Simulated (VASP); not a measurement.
Wanted: the native input for a VASP 6.6.1 run.

```
Task                   : single point
Functional             : revPBE
Dispersion             : D3(BJ)
Potentials or basis    : VASP PAW PBE potentials, release 64 (Ag)
Cutoff                 : 520 eV
k mesh                 : 11 × 11 × 11
Occupations            : fermi-dirac, width 0.05 eV
Spin                   : no spin polarisation
Dipole correction      : no
Further INCAR settings : ALGO = Fast; EDIFF = 1e-06; NBANDS = 12
```

The structure of Ag lies in POSCAR:

```
Ag
1.0
   -1.6094606495      1.6094606495      1.6094606495
    1.6094606495     -1.6094606495      1.6094606495
    1.6094606495      1.6094606495     -1.6094606495
Ag
1
Direct
    0.0000000000      0.0000000000      0.0000000000
```

One way to write it, as run:

INCAR

```
  ALGO = Fast
  EDIFF = 1E-6
  ENCUT = 520
  GGA = RE
  ISIF = 2
  ISMEAR = -1
  IVDW = 12
  LASPH = T
  LCHARG = F
  LREAL = F
  LWAVE = F
  NBANDS = 12
  NELM = 60
  PREC = Accurate
  SIGMA = 0.05
```

KPOINTS

```
k-points
0
Gamma
  11 11 11
```

Potentials or basis: VASP PAW PBE potentials, release 64 (Ag).

Launch:

```console
$ cat potpaw_PBE.64/Ag/POTCAR > POTCAR
$ mpirun -np 1 vasp_std > vasp.out
```

It gave:

The pressure is -0.1 GPa and the dispersion energy per atom is -1.150 eV.

Caveat: the PAW data sets were made with another functional, which shifts forces and pressure a little; pairwise dispersion overbinds metals, which lowers pressure and volume.

It took 11 s on 1 thread of Intel Xeon 8259CL, on a shared host, peak memory 0.15 GiB.
